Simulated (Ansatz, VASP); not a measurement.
Be: VASP beside Ansatz

```
Be
1.0
     2.29320    0.00000    0.00000
    -1.14660    1.98597    0.00000
     0.00000    0.00000    3.59300
Be
2
Direct
  0.33333 0.66667 0.25000
  0.66667 0.33333 0.75000
```

Alike in both runs: task single point; functional PBE; k mesh 12 × 12 × 7; occupations gaussian, width 0.1 eV; no spin polarisation.

```csv
,VASP,Ansatz
version,VASP 6.6.1,Ansatz 0.2.0
potentials or method,"VASP PAW PBE potentials, release 64 (Be), cutoff 600 eV","PAW, plane waves, scalar-relativistic"
valence electrons in the cell,4,4
```

|  | VASP | Ansatz | Ansatz less VASP |
| --- | --- | --- | --- |
| pressure (GPa) | -3.8 | -4.0 | -0.14 |
| traceless stress, the component that is largest in VASP (GPa) | 0.82 | 0.79 | -0.026 |

The functional is the same, so the differences come from potentials, cutoffs and numerics.
